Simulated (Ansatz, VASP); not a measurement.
## One calculation of Ge, two programs

INCAR

```
SYSTEM = Ge
  PREC = Accurate
  ENCUT = 520
  EDIFF = 1E-6
  ISMEAR = 0
  SIGMA = 0.05
  LREAL = .FALSE.
  LASPH = .TRUE.
  NELM = 100
  ALGO = Normal
  ISIF = 2
  LWAVE = .FALSE.
  LCHARG = .FALSE.
  GGA = PE
  NBANDS = 21
```

File KPOINTS:

```
Automatic mesh
0
G
  14 14 14
  0 0 0
```

File POSCAR:

```
Ge
1.0
    0.0000000000      2.8804002353      2.8804002353
    2.8804002353      0.0000000000      2.8804002353
    2.8804002353      2.8804002353      0.0000000000
Ge
2
Direct
    0.5000000000      0.5000000000      0.5000000000
    0.7500000000      0.7500000000      0.7500000000
```

Input for Ansatz:

```yaml
crystal:
  lattice:
    - [0.0, 2.8804002353, 2.8804002353]
    - [2.8804002353, 0.0, 2.8804002353]
    - [2.8804002353, 2.8804002353, 0.0]
  atoms:
    - { symbol: Ge, position: [0.5, 0.5, 0.5] }
    - { symbol: Ge, position: [0.75, 0.75, 0.75] }
basis:
  ecutwfc: 420
  ecutrho_ratio: 4
kpoints:
  mp_grid: { grid: [14, 14, 14] }
hamiltonian:
  xc: pbe
scf:
  occupations: { method: gaussian, width: 0.05 }
output:
  forces: true
  stress: true
  eigenvalues: true
```

Alike in both runs: task single point; functional PBE; k mesh 14 × 14 × 14; occupations gaussian, width 0.05 eV; no spin polarisation.

|  | VASP | Ansatz |
| --- | --- | --- |
| version | VASP 6.6.1 | Ansatz 0.2.0 |
| potentials or method | VASP PAW PBE potentials, release 64 (Ge_d), cutoff 520 eV | scalar-relativistic, plane waves, PAW |
| valence electrons in the cell | 28 | 28 |

|  | VASP | Ansatz | Ansatz less VASP |
| --- | --- | --- | --- |
| gap on the k mesh at the Fermi level (eV) | none | none | - |
| pressure (GPa) | -0.1 | 0.0 | +0.11 |

A gap of «none» marks a metal or a gap that the smearing closes.
